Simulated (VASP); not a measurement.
Wanted: the native input for a VASP 6.6.1 run.

```
Task                   : single point
Functional             : LDA
Potentials or basis    : VASP PAW LDA potentials, release 64 (Mg, C)
Cutoff                 : 520 eV
k mesh                 : 5 × 5 × 5
Occupations            : fermi-dirac, width 0.05 eV
Spin                   : no spin polarisation
Dipole correction      : no
Further INCAR settings : ALGO = Normal; EDIFF = 1e-06; NBANDS = 19
```

The structure of MgC2 lies in POSCAR:

```
MgC2
1.0
    3.8342061332      0.0000000000      0.0000000000
    0.0000000000      3.8342061332      0.0000000000
    0.0000000000      0.0000000000      4.7134331960
Mg C
2 4
Direct
    0.0000000000      0.0000000000      0.5000000000
    0.5000000000      0.5000000000      0.0000000000
    0.3856190581      0.6143809419      0.5000000000
    0.1143809419      0.1143809419      0.0000000000
    0.6143809419      0.3856190581      0.5000000000
    0.8856190581      0.8856190581      0.0000000000
```

One way to write it, as run:

INCAR

```
ALGO = Normal ; EDIFF = 1E-6
ENCUT = 520 ; GGA = CA
ISIF = 2 ; ISMEAR = -1
LASPH = T ; LCHARG = F
LREAL = F ; LWAVE = F
NBANDS = 19 ; NELM = 100
PREC = Accurate ; SIGMA = 0.05
```

KPOINTS

```
k-points
0
Gamma
  5 5 5
```

Potentials or basis: VASP PAW LDA potentials, release 64 (Mg, C).

The run is started by

```bash
$ cat potpaw_LDA.64/Mg/POTCAR potpaw_LDA.64/C/POTCAR > POTCAR
$ mpirun -np 1 vasp_std > vasp.out
```

Results of the run:

The pressure is 4.7 GPa. The largest force is 0.115 eV/Å and the band gap on the k mesh is 2.11 eV (least direct gap 2.43 eV).

Caveat: the cell stands under pressure.

Wall time 35 s on 1 thread of Intel Xeon 8259CL (shared host), peak memory 0.16 GiB.
